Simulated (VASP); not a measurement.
**Mo2W3: single point with PBE**

The system is Mo2W3.

```
Mo W
1.0
     0.00000    2.31708   11.58542
     1.63843    0.00000   11.58542
     1.63843    2.31708    0.00000
Mo W
2 3
Direct
  0.20000 0.20000 0.80000
  0.80000 0.80000 0.20000
  0.40000 0.40000 0.60000
  0.00000 0.00000 0.00000
  0.60000 0.60000 0.40000
```

```yaml
Program: VASP 6.6.1
Task: single point
Functional: PBE
Potentials_or_basis: VASP PAW PBE potentials, release 64 (Mo_sv, W_sv)
Cutoff: 520 eV
k_mesh: 6 × 6 × 6
Occupations: gaussian, width 0.1 eV
Spin: no spin polarisation
```

```yaml
Pressure: -22.4 GPa
Largest_force: 0.063 eV/Å
Band_gap_on_the_k_mesh: zero (band 35 reaches 11.38 eV, above the bottom of band 36 at 9.61 eV)
```

Forces in eV/Å, atoms in the order of the input:
```
Mo   0.000  0.000 -0.063
Mo   0.000  0.000  0.063
W    0.000  0.000 -0.013
W    0.000  0.000  0.000
W    0.000  0.000  0.013
```

Stress tensor (GPa, compression positive):
```
-22.89   0.00   0.00
  0.00 -23.33   0.00
  0.00   0.00 -21.01
```

Levels at points of the mesh, in eV from the Fermi level:
```csv
k point,band 32,band 33,band 34,band 35,band 36,band 37,band 38,band 39
"(0.00, 0.00, 0.00)",-1.14,-1.13,-1.13,-0.46,-0.19,0.30,0.38,1.03
"(0.50, 0.00, 0.00)",-1.66,-0.51,-0.11,0.72,1.20,1.23,1.63,1.74
"(0.50, 0.50, 0.00)",-1.32,-1.24,-1.14,-0.83,-0.69,0.72,1.14,1.16
"(0.50, 0.00, 0.50)",-1.46,0.07,0.10,0.70,1.65,2.24,2.35,2.39
"(0.00, 0.50, 0.50)",-0.49,0.25,0.39,0.66,0.71,0.89,1.10,3.43
```

It took 9.2 min on 1 thread of Intel(R) Xeon(R) 6975P-C (Granite Rapids), with other jobs on the host, peak memory 0.48 GiB.

Caveat: the k points lie up to 0.39 Å⁻¹ apart; spin-orbit coupling is left out, which moves the levels of the heavy elements.
